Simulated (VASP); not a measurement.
Wanted: the native input for a VASP 6.6.1 run.

```yaml
Task: single point
Functional: LDA
Potentials_or_basis: VASP PAW LDA potentials, release 64 (Ti_sv, N)
Cutoff: 520 eV
k_mesh: 7 × 7 × 7
Occupations: gaussian, width 0.05 eV
Spin: collinear spin
Starting_moments: "[0.71, 0.71, -0.07, -0.07] μB"
Fixed_moment: 1.5 μB
Hubbard_terms: Ti d U = 7.0 eV
Dipole_correction: no
Further_INCAR_settings: ALGO = Normal; EDIFF = 1e-07; NBANDS = 29
```

The structure of TiN lies in POSCAR:

```
TiN
1.0
    0.0000000000      2.2447686400      2.2447686400
    2.2447686400      0.0000000000      2.2447686400
    4.4895372800      4.4895372800      0.0000000000
Ti N
2 2
Direct
    0.5000000000      0.5000000000      0.2500000000
    0.5000000000      0.5000000000      0.7500000000
    0.0000000000      0.0000000000      0.0000000000
    0.0000000000      0.0000000000      0.5000000000
```

One way to write it, as run:

INCAR

```
SYSTEM = TiN
ALGO     = Normal         ! electronic algorithm
EDIFF    = 1E-7           ! SCF threshold, eV
ENCUT    = 520            ! plane-wave cutoff, eV
GGA      = CA             ! functional
ISIF     = 2              ! what is computed and relaxed
ISMEAR   = 0              ! smearing method
ISPIN    = 2              ! spin polarisation
LASPH    = .TRUE.         ! aspherical terms in the spheres
LCHARG   = .TRUE.         ! write CHGCAR
LDAU     = .TRUE.         ! DFT+U
LDAUJ    = 0 0          
LDAUL    = 2 -1           ! shell
LDAUPRINT= 1            
LDAUTYPE = 2            
LDAUU    = 7 0            ! U, eV
LELF     = .TRUE.         ! ELF
LMAXMIX  = 4              ! l up to which the mixer works
LORBIT   = 11             ! projections on sites
LREAL    = .FALSE.        ! projectors in reciprocal space
LVHAR    = .TRUE.       
LWAVE    = .FALSE.        ! write WAVECAR
MAGMOM   = 0.71 0.71 -0.07 -0.07 ! initial moments
NBANDS   = 29             ! bands
NELM     = 150            ! most SCF steps
NUPDOWN  = 1.5            ! fixed moment
PREC     = Accurate       ! precision mode
SIGMA    = 0.05           ! smearing width, eV
```

KPOINTS

```
k-points
0
G
  7 7 7
  0 0 0
```

Potentials or basis: VASP PAW LDA potentials, release 64 (Ti_sv, N).

Launch:

```console
$ cat potpaw_LDA.64/Ti_sv/POTCAR potpaw_LDA.64/N/POTCAR > POTCAR
$ mpirun -np 1 vasp_std > vasp.out
```

It gave:

```
Pressure                                              : -26.8 GPa
Net moment                                            : 1.50 μB per cell
Site moments                                          : Ti +0.63; N -0.03 μB
Valence electrons inside the program's atomic spheres : Ti 9.97; N 3.65
```

Caveat: the cell stands under tension; the total moment is fixed, so each spin has its own Fermi level.

Run time: 110 s on 1 thread of Intel(R) Xeon(R) Platinum 8488C (Sapphire Rapids), with other jobs on the host, peak memory 0.21 GiB.
